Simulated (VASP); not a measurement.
A run of VASP 6.6.1 is set up as follows.

File INCAR:

```
ALGO = Normal ; DIPOL = 0.5 0.5 0.500
EDIFF = 1E-7 ; ENCUT = 520
GGA = PE ; IDIPOL = 3
ISIF = 2 ; ISMEAR = -1
LASPH = True ; LCHARG = True
LDIPOL = True ; LELF = True
LREAL = False ; LVACPOTAV = True
LVHAR = True ; LWAVE = False
NBANDS = 18 ; NELM = 60
PREC = Accurate ; SIGMA = 0.08
```

Contents of KPOINTS:

```
k-points
0
Gamma
  9 9 1
```

Contents of POSCAR:

```
Li
1.0
    4.8518899234      0.0000000000      0.0000000000
   -2.4259449617      4.2018599300      0.0000000000
    0.0000000000      0.0000000000     24.9519000000
Li
6
Direct
    0.1666666667      0.3333333333      0.4021053712
    0.5000000000      1.0000000000      0.4444409468
    0.8333333333      0.6666666667      0.4786493434
    0.1666666667      0.3333333333      0.5213506650
    0.5000000000      1.0000000000      0.5555590567
    0.8333333333      0.6666666667      0.5978946165
```

Potentials or basis: VASP PAW PBE potentials, release 64 (Li_sv).

Launch:

```console
$ cat potpaw_PBE.64/Li_sv/POTCAR > POTCAR
$ mpirun -np 1 vasp_std > vasp.out
```

(1) What does it give for the band gap on the k mesh?

Answers

(1) zero (bands 9 and 10 overlap by 0.35 eV).
